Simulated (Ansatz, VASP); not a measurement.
## Two plane-wave programs on GaP

```xyz
4
Lattice="1.9430 1.1218 6.5594 -1.9430 1.1218 6.5594 0.0000 -2.2436 6.5594" Properties=species:S:1:pos:R:3 pbc="T T T"
Ga    0.0000    0.0000    8.5674
Ga    0.0000    0.0000   11.1109
P     0.0000    0.0000    1.1293
P     0.0000    0.0000   18.5490
```

Change from the starting cell: strain +0.0200 x Voigt [0, 0, 1, 0, 0, 0], atoms carried along.

Alike in both runs: task single point; functional PBEsol; k mesh 12 × 12 × 12; no spin polarisation.

|  | VASP | Ansatz |
| --- | --- | --- |
| version | VASP 6.6.1 | Ansatz 0.2.0 |
| potentials or method | VASP PAW PBE potentials, release 64 (Ga_d, P), cutoff 520 eV | scalar-relativistic, plane waves, PAW |
| occupations | methfessel-paxton of order 1, width 0.1 eV | cold, width 0.1 eV |
| valence electrons in the cell | 36 | 36 |

Ansatz gave:

* gap on the k mesh at the Fermi level (eV): 0.63
* least direct gap on the mesh (eV): 1.10
* pressure (GPa): -4.2
* traceless stress, the component that is largest in VASP (GPa): -2.12
* rms of the force components (eV/Å): 0.075

**Question.** Which values does VASP return?

**Answer.** gap on the k mesh at the Fermi level (eV): 0.64; least direct gap on the mesh (eV): 1.10; pressure (GPa): -4.2; traceless stress, the component that is largest in VASP (GPa): -2.13; rms of the force components (eV/Å): 0.081.

VASP's potentials were made for PBE, not for PBEsol. Atom by atom the forces differ by 0.005 eV/Å (rms over components).
